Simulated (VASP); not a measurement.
A run of VASP 6.6.1 is set up as follows.

Contents of INCAR:

```
SYSTEM = BN
ALGO = Normal
EDIFF = 1E-6
ENCUT = 600
GGA_COMPAT = .False.
ISIF = 2
ISMEAR = 0
LASPH = .True.
LCHARG = .False.
LREAL = .False.
LWAVE = .False.
NBANDS = 46
NELM = 120
PREC = Accurate
SIGMA = 0.01
```

File KPOINTS:

```
k-points
0
Gamma
  3 3 3
  0 0 0
```

File POSCAR:

```
BN
1.0
    0.0000000000      6.9906320000      4.3321820000
    2.5032640000      0.0000000000      4.3321820000
    2.5032640000      6.9906320000      0.0000000000
B N
8 8
Direct
    0.0000245000      0.0000245000      0.4999755000
    0.0000245000      0.0000245000      0.9999755000
    0.0000245000      0.5000245000      0.4999755000
    0.0000245000      0.5000245000      0.9999755000
    0.5000245000      0.0000245000      0.4999755000
    0.5000245000      0.0000245000      0.9999755000
    0.5000245000      0.5000245000      0.4999755000
    0.5000245000      0.5000245000      0.9999755000
    0.3333333333      0.3333333333      0.1666666667
    0.3333333333      0.3333333333      0.6666666667
    0.3333333333      0.8333333333      0.1666666667
    0.3333333333      0.8333333333      0.6666666667
    0.8333333333      0.3333333333      0.1666666667
    0.8333333333      0.3333333333      0.6666666667
    0.8333333333      0.8333333333      0.1666666667
    0.8333333333      0.8333333333      0.6666666667
```

Potentials or basis: VASP PAW LDA potentials, release 64 (B, N).

Launch:

```console
$ cat potpaw_LDA.64/B/POTCAR potpaw_LDA.64/N/POTCAR > POTCAR
$ mpirun -np 1 vasp_std > vasp.out
```

**Question.** What does it give for the largest force?

**Answer.** 0.013 eV/Å.

**Question.** Estimate the pressure.

**Answer.** -4.0 GPa.

Forces in eV/Å, atoms in the order of the input:
```
B    0.000  0.000  0.013
B    0.000  0.000  0.013
B    0.000  0.000  0.013
B    0.000  0.000  0.013
B    0.000  0.000  0.013
B    0.000  0.000  0.013
B    0.000  0.000  0.013
B    0.000  0.000  0.013
N    0.000  0.000 -0.013
N    0.000  0.000 -0.013
N    0.000  0.000 -0.013
N    0.000  0.000 -0.013
N    0.000  0.000 -0.013
N    0.000  0.000 -0.013
N    0.000  0.000 -0.013
N    0.000  0.000 -0.013
```

Caveat: the k points lie up to 0.51 Å⁻¹ apart.
